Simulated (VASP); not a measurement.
Ba4Te3, 7 atoms in the cell. It takes space group Pm-3m (No. 221, cubic). Conventional cell: a = 7.009 Å, b = 7.009 Å, c = 7.009 Å, α = 90.00°, β = 90.00°, γ = 90.00°. Within 4.6 Å of Ba (site symmetry m-3m) lie 6 Ba at 3.50 Å. Within 4.6 Å of Ba (site symmetry 4/mmm) lie 2 Ba at 3.50 Å and 4 Te at 3.50 Å. Te (site symmetry 4/mmm) has 4 Ba at 3.50 Å within 4.6 Å. The cell was generated, and may not be a known phase.

```yaml
Program: VASP 6.6.1
Task: single point
Functional: PBE
Potentials_or_basis: VASP PAW PBE potentials, release 64 (Ba_sv, Te)
Cutoff: 520 eV
k_mesh: 4 × 4 × 4
Occupations: gaussian, width 0.1 eV
Spin: no spin polarisation
Dipole_correction: no
Further_INCAR_settings: ALGO = Fast; EDIFF = 1e-06; NBANDS = 38
```

Potentials or basis: VASP PAW PBE potentials, release 64 (Ba_sv, Te).

Command:

```bash
$ cat potpaw_PBE.64/Ba_sv/POTCAR potpaw_PBE.64/Te/POTCAR > POTCAR
$ mpirun -np 1 vasp_std > vasp.out
```

Hardware: 1 thread of Oxide Virtual Turin-like Processor, with other jobs on the host.

How long does it take, and how much memory?

It took 4.2 min on 1 thread of Oxide Virtual Turin-like Processor (shared host), peak memory 0.41 GiB. Counts: scf iterations 19, k points 10.
